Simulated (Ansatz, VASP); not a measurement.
# Two plane-wave programs on CuO

```xyz
4
Lattice="0.0000 -2.1306 -2.1306 -2.1306 0.0000 -2.1306 2.1306 2.1306 -4.2612" Properties=species:S:1:pos:R:3 pbc="T T T"
Cu    0.0235   -0.0338   -4.1693
Cu    0.0235    2.0967   -6.2999
O    -0.0235    0.0338   -6.4836
O    -0.0235    0.0338   -2.2224
```

Alike in both runs: task single point; functional LDA; k mesh 10 × 10 × 6; occupations fermi-dirac, width 0.05 eV; no spin polarisation.

|  | VASP | Ansatz |
| --- | --- | --- |
| version | VASP 6.6.1 | Ansatz 0.2.0 |
| potentials or method | VASP PAW LDA potentials, release 64 (Cu, O) | Ansatz PAW |
| plane-wave cutoff (eV) | 520 | 420 |
| valence electrons in the cell | 34 | 50 |

```tsv
	VASP	Ansatz	Ansatz less VASP
gap on the k mesh at the Fermi level (eV)	none	none	-
pressure (GPa)	-13.5	-14.0	-0.50
traceless stress, the component that is largest in VASP (GPa)	4.25	4.03	-0.227
rms of the force components (eV/Å)	0.548	0.523	-0.0249
```

LDA's correlation is that of Perdew and Zunger in VASP and of Perdew and Wang (1992) in Ansatz. Atom by atom the forces differ by 0.025 eV/Å (rms over components). A gap of «none» marks a metal or a gap that the smearing closes. VASP's potentials hold 34 valence electrons a cell and Ansatz's 50, so a difference there can come from the potentials and not from the codes.

Noted on Ansatz's run: Pulay correction over one GPa.
